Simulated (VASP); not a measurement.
Here is a VASP 6.6.1 calculation.

The input INCAR:

```
PREC = Accurate ; ENCUT = 500
EDIFF = 1E-6 ; ISMEAR = 0
SIGMA = 0.02 ; LREAL = False
LASPH = True ; NELM = 120
ALGO = Normal ; ISIF = 2
LWAVE = False ; LCHARG = False
GGA = PE ; NBANDS = 50
GGA_COMPAT = False
```

The input KPOINTS:

```
regular mesh
0
Gamma
  12 12 2
```

POSCAR

```
GeSb4Te7
1.0
    4.2387158317      0.0000000000      0.0000000000
   -2.1193579158      3.6708355897      0.0000000000
    0.0000000000      0.0000000000     23.2285280365
Ge Sb Te
1 4 7
Direct
    0.0000000000      0.0000000000      0.5000000000
    0.6666666667      0.3333333333      0.9153240205
    0.3333333333      0.6666666667      0.3431922673
    0.3333333333      0.6666666667      0.0846759795
    0.6666666667      0.3333333333      0.6568077327
    0.3333333333      0.6666666667      0.8410557703
    0.6666666667      0.3333333333      0.1589442297
    0.0000000000      0.0000000000      0.7308656398
    0.6666666667      0.3333333333      0.4286553126
    0.3333333333      0.6666666667      0.5713446874
    0.0000000000      0.0000000000      0.0000000000
    0.0000000000      0.0000000000      0.2691343602
```

Potentials or basis: VASP PAW PBE potentials, release 64 (Ge_d, Sb, Te).

Run with:

```bash
$ cat potpaw_PBE.64/Ge_d/POTCAR potpaw_PBE.64/Sb/POTCAR potpaw_PBE.64/Te/POTCAR > POTCAR
$ mpirun -np 1 vasp_std > vasp.out
```

**Question.** Estimate the pressure.

**Answer.** 3.0 GPa.

**Question.** Predict the largest force.

**Answer.** 0.025 eV/Å.

Forces in eV/Å, atoms in the order of the input:
```
Ge   0.000  0.000  0.000
Sb   0.000  0.000  0.022
Sb   0.000  0.000  0.019
Sb   0.000  0.000 -0.022
Sb   0.000  0.000 -0.019
Te   0.000  0.000 -0.023
Te   0.000  0.000  0.023
Te   0.000  0.000  0.025
Te   0.000  0.000 -0.009
Te   0.000  0.000  0.009
Te   0.000  0.000  0.000
Te   0.000  0.000 -0.025
```
